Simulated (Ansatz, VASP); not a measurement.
## CsI: VASP beside Ansatz

File INCAR:

```
SYSTEM = CsI
ALGO = Normal
EDIFF = 1E-6
ENCUT = 500
GGA = PS
GGA_COMPAT = .False.
ISIF = 2
ISMEAR = 0
LASPH = .True.
LCHARG = .False.
LREAL = .False.
LWAVE = .False.
NBANDS = 15
NELM = 120
PREC = Accurate
SIGMA = 0.01
```

The input KPOINTS:

```
k-points
0
Gamma
  6 6 6
  0 0 0
```

Contents of POSCAR:

```
CsI
1.0
    4.5257076403      0.0000000000      0.0000000000
    0.0000000000      4.5257076403      0.0000000000
    0.0000000000      0.0000000000      4.5257076403
Cs I
1 1
Direct
    0.0000000000      0.0000000000      0.0000000000
    0.5000000000      0.5000000000      0.5000000000
```

Input for Ansatz:

```yaml
crystal:
  lattice:
    - [4.52570764031, 0.0, 0.0]
    - [0.0, 4.52570764031, 0.0]
    - [0.0, 0.0, 4.52570764031]
  atoms:
    - { symbol: Cs, position: [0.0, 0.0, 0.0] }
    - { symbol: I, position: [0.5, 0.5, 0.5] }
kpoints:
  mp_grid: { grid: [6, 6, 6] }
scf:
  occupations: { method: fixed }
  convergence: { dr2_threshold: 1.0e-10 }
hamiltonian:
  xc: pbesol
  pseudopotentials: { kind: all_electron, lapw: { basis_error: 0.0005 } }
output:
  forces: true
  stress: true
  eigenstates:
    kpoints:
      - [0.0, 0.0, 0.0]
      - [0.0, 0.5, 0.5]
      - [0.5, 0.0, 0.5]
      - [0.5, 0.5, 0.0]
      - [-0.5, -0.5, -0.5]
      - [0.0, -0.5, 0.0]
      - [0.0, 0.0, -0.5]
      - [-0.5, 0.0, 0.0]
  eigenvalues: true
```

Alike in both runs: task single point; functional PBEsol; k mesh 6 × 6 × 6; no spin polarisation.

|  | VASP | Ansatz |
| --- | --- | --- |
| version | VASP 6.6.1 | Ansatz 0.2.0 |
| potentials or method | VASP PAW PBE potentials, release 64 (Cs_sv, I), cutoff 500 eV | all-electron LAPW, scalar-relativistic |
| occupations | gaussian, width 0.01 eV | fixed |

VASP gave:

* gap on the k mesh at the Fermi level (eV): 3.79
* pressure (GPa): -0.1

Q: Which values does Ansatz return?

A: gap on the k mesh at the Fermi level (eV): 3.80; pressure (GPa): -0.2.

VASP's potentials were made for PBE, not for PBEsol. Ansatz ran all-electron here, and VASP with PAW potentials.

Spin-orbit coupling is off throughout.
